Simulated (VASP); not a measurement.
Write the native input for VASP 6.6.1 that does the following.

| Item | Value |
| --- | --- |
| Task | relaxation of cell and atoms |
| Functional | PBE |
| Potentials or basis | VASP PAW PBE potentials, release 64 (Be, Te, Se) |
| Cutoff | 600 eV |
| k mesh | 3 × 3 × 3 |
| Occupations | gaussian, width 0.15 eV |
| Spin | no spin polarisation |
| Dipole correction | no |
| Further INCAR settings | ALGO = Normal; EDIFF = 1e-07; IBRION = 2; EDIFFG = -0.08; NSW = 36; ISIF = 3 |

The structure of Be3TeSe2 lies in POSCAR:

```
Be3TeSe2
1.0
   -3.1481303600      3.1481303600      3.4998412500
    3.1481303600     -3.1481303600      3.4998412500
    3.1481303600      3.1481303600     -3.4998412500
Be Te Se
3 1 2
Direct
    0.7500000000      0.2500000000      0.5000000000
    0.2500000000      0.7500000000      0.5000000000
    0.0000000000      0.0000000000      0.0000000000
    0.5000000000      0.5000000000      0.0000000000
    0.5000000000      0.0000000000      0.5000000000
    0.0000000000      0.5000000000      0.5000000000
```

The cell was generated, and may not be a known phase.

The input as run:

INCAR

```
SYSTEM = Be3TeSe2
PREC = Accurate
ENCUT = 600
EDIFF = 1E-7
ISMEAR = 0
SIGMA = 0.15
LREAL = .FALSE.
LASPH = .TRUE.
NELM = 120
ALGO = Normal
ISIF = 3
LWAVE = .FALSE.
LCHARG = .FALSE.
GGA = PE
IBRION = 2
NSW = 36
EDIFFG = -0.08
GGA_COMPAT = .FALSE.
NELMIN = 4
```

KPOINTS

```
Automatic mesh
0
G
  3 3 3
  0 0 0
```

Potentials or basis: VASP PAW PBE potentials, release 64 (Be, Te, Se).

Command:

```bash
$ cat potpaw_PBE.64/Be/POTCAR potpaw_PBE.64/Te/POTCAR potpaw_PBE.64/Se/POTCAR > POTCAR
$ mpirun -np 1 vasp_std > vasp.out
```

Results of the run:

```yaml
Relaxed_volume: 28.34 Å³/atom
Relaxed_cell: a = 6.093 Å, b = 6.093 Å, c = 6.093 Å, α = 114.83°, β = 114.83°, γ = 99.22°
Space_group_after_relaxing_to_0.1_Å: I4/mmm (No. 139)
Energy_gained_by_relaxing: 350.4 meV/atom
Ionic_steps: 7
Pressure_after_relaxing: -0.1 GPa
Band_gap_on_the_k_mesh: zero (bands 12 and 13 overlap by 1.53 eV)
```

Caveat: the k points lie up to 0.41 Å⁻¹ apart in the final cell, too coarse for converged energies and pressures of a metal; the volume moved by over 15 % at a fixed basis, so the end points are rough; spin-orbit coupling is left out, which moves the levels of the heavy elements.

Wall time 110 s on 1 thread of Intel(R) Xeon(R) 6975P-C (Granite Rapids), with other jobs on the host, peak memory 0.34 GiB.
